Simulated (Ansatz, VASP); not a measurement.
N in VASP and in Ansatz

```
N
1.0
    10.00000    0.00000    0.00000
     0.00000   10.50000    0.00000
     0.00000    0.00000   11.00000
N
2
Direct
  0.50000 0.50000 0.45000
  0.50000 0.50000 0.55000
```

Alike in both runs: functional PBEsol; k mesh 1 × 1 × 1; occupations gaussian, width 0.01 eV; no spin polarisation.

Ansatz relaxed the structure, and its values are those at the end. VASP's run is a single point on that final structure, the one shown.

```csv
,VASP,Ansatz
version,VASP 6.6.1,Ansatz 0.2.0
potentials or method,"VASP PAW PBE potentials, release 64 (N), cutoff 520 eV","scalar-relativistic, plane waves, PAW"
valence electrons in the cell,10,10
```

Ansatz gave:

| Item | Value |
| --- | --- |
| gap on the k mesh at the Fermi level (eV) | 8.23 |
| rms of the force components (eV/Å) | 0.000 |

Problem. Which values does VASP return?

Solution. gap on the k mesh at the Fermi level (eV): 8.19; rms of the force components (eV/Å): 1.081.

VASP's potentials were made for PBE, not for PBEsol. One of these differences is far larger than is usual between the two programs; its cause wasn't traced. With one functional, cell and mesh, what is left measures potentials, basis and numerics. Ansatz's warnings: stress scf threshold loose, xc potential rough in thin density.

Noted on VASP's run: the standard files for N, O and F lose accuracy on very short bonds.
